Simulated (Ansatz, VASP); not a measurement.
## HgTe: VASP beside Ansatz

```
Hg Te
1.0
    -0.06447    3.19127    3.19127
     3.19127   -0.06447    3.19127
     3.19127    3.19127   -0.06447
Hg Te
1 1
Direct
  0.00000 0.00000 0.00000
  0.75000 0.75000 0.75000
```

Change from the starting cell: equal xy, yz and zx shear strains of -2 %.

Alike in both runs: task single point; functional LDA; k mesh 11 × 11 × 11; occupations fermi-dirac, width 0.03 eV; no spin polarisation.

|  | VASP | Ansatz |
| --- | --- | --- |
| version | VASP 6.6.1 | Ansatz 0.2.0 |
| potentials or method | VASP PAW LDA potentials, release 64 (Hg, Te), cutoff 520 eV | all-electron LAPW, scalar-relativistic |

```tsv
	VASP	Ansatz	Ansatz less VASP
pressure (GPa)	0.1	-0.2	-0.25
traceless stress, the component that is largest in VASP (GPa)	0.88	0.85	-0.023
rms of the force components (eV/Å)	0.128	0.121	-0.0068
```

LDA's correlation is that of Perdew and Zunger in VASP and of Perdew and Wang (1992) in Ansatz. Atom by atom the forces differ by 0.007 eV/Å (rms over components). Ansatz ran all-electron here, and VASP with PAW potentials.

Spin-orbit coupling is off throughout.
